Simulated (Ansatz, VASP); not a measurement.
# One calculation of Pd, two programs

```xyz
4
Lattice="2.7903 0.0000 0.0000 0.0000 3.9461 0.0000 0.0000 0.0000 20.1855" Properties=species:S:1:pos:R:3 pbc="T T T"
Pd    0.6976    0.9865    8.0804
Pd    2.0927    2.9596    9.3473
Pd    0.6976    0.9865   10.8382
Pd    2.0927    2.9596   12.1051
```

Alike in both runs: functional PBE; k mesh 12 × 8 × 1; occupations fermi-dirac, width 0.1 eV; no spin polarisation.

Ansatz relaxed the structure, and its values are those at the end. VASP's run is a single point on that final structure, the one shown.

|  | VASP | Ansatz |
| --- | --- | --- |
| version | VASP 6.6.1 | Ansatz 0.2.0 |
| potentials or method | VASP PAW PBE potentials, release 64 (Pd) | PAW with Ansatz's default frozen-core files, scalar-relativistic |
| plane-wave cutoff (eV) | 520 | 420 |
| valence electrons in the cell | 40 | 72 |

|  | VASP | Ansatz | Ansatz less VASP |
| --- | --- | --- | --- |
| rms of the force components (eV/Å) | 0.007 | 0.002 | -0.0051 |

VASP's potentials hold 40 valence electrons a cell and Ansatz's 72, so a difference there can come from the potentials and not from the codes. Ansatz's warnings: stress scf threshold loose.
